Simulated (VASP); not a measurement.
Sr:

```
Sr
1.0
     0.00000    3.04235    3.04235
     3.04235    0.00000    3.04235
     3.04235    3.04235    0.00000
Sr
1
Direct
  0.00000 0.00000 0.00000
```

| Property | Result |
| --- | --- |
| Program | VASP 6.6.1 |
| Task | relaxation of cell and atoms |
| Functional | PBEsol |
| Potentials or basis | VASP PAW PBE potentials, release 64 (Sr_sv) |
| Cutoff | 600 eV |
| k mesh | 12 × 12 × 12 |
| Occupations | methfessel-paxton, width 0.05 eV |
| Spin | no spin polarisation |

At the start: pressure -1.0 GPa; volume 56.32 Å³/atom.

Question: Where does the relaxation end?

Answer: Over 3 steps the energy falls by 14.5 meV/atom and the volume is 51.69 Å³/atom (-8.2 %); space group Fm-3m (No. 225, to 0.05 Å).

The path:
```csv
step,energy change (eV),largest force (eV/Å),pressure (GPa),volume (Å³)
1,0.0000,0.0000,-0.95,56.32
2,-0.0118,0.0000,-0.45,53.64
3,-0.0145,0.0000,0.01,51.69
```

Final structure:
```xyz
1
Lattice="0.0000 2.9566 2.9566 2.9566 0.0000 2.9566 2.9566 2.9566 0.0000" Properties=species:S:1:pos:R:3 pbc="T T T"
Sr    0.0000    0.0000    0.0000
```

Caveat: the PAW data sets were made with another functional, which shifts forces and pressure a little.
